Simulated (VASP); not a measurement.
Runs of VASP 6.6.1 on ZnS. The structure is that of space group I-4m2 (No. 119), or close to it. The cells are those of the table. 

```csv
cell,gap on the mesh (eV),pressure (GPa)
"a = 3.718, b = 3.718, c = 4.294 Å, angles 54.7, 54.7, 70.5°, 2 atoms",1.34,-1.5
"a = 3.724, b = 3.724, c = 4.416 Å, angles 53.6, 53.6, 72.7°, 2 atoms",(a),(d)
"a = 3.726, b = 3.726, c = 4.155 Å, angles 56.1, 56.1, 67.8°, 2 atoms",1.60,(c)
"a = 3.976, b = 3.976, c = 3.599 Å, angles 63.1, 63.1, 53.8°, 2 atoms",1.64,0.8
"a = 3.747, b = 3.747, c = 4.038 Å, angles 57.4, 57.4, 65.2°, 2 atoms",1.77,0.8
"a = 4.173, b = 4.173, c = 3.408 Å, angles 65.9, 65.9, 48.2°, 2 atoms",0.45,-0.5
"a = 3.779, b = 3.779, c = 3.933 Å, angles 58.6, 58.6, 62.7°, 2 atoms",1.92,1.4
"a = 4.064, b = 4.064, c = 3.505 Å, angles 64.5, 64.5, 51.1°, 2 atoms",1.19,0.2
"a = 3.895, b = 3.895, c = 3.705 Å, angles 61.6, 61.6, 56.8°, 2 atoms",1.93,1.3
"a = 3.801, b = 3.801, c = 3.877 Å, angles 59.3, 59.3, 61.3°, 2 atoms",2.01,(b)
"a = 4.259, b = 4.259, c = 3.341 Å, angles 66.9, 66.9, 46.2°, 2 atoms",none,-0.8
```

Alike in all rows: task single point; level PBE; potentials or basis VASP PAW PBE potentials, release 64 (Zn, S); no spin polarisation; k mesh 10 × 10 × 10; cutoff (eV) 520; smearing gaussian 0.05 eV.

Q: Fill in the values left out.

A: (a) 0.94; (b) 1.5; (c) -0.1; (d) -2.9.

A k mesh can miss the band edges.

A gap of «none» marks levels without a gap at the run's occupations.
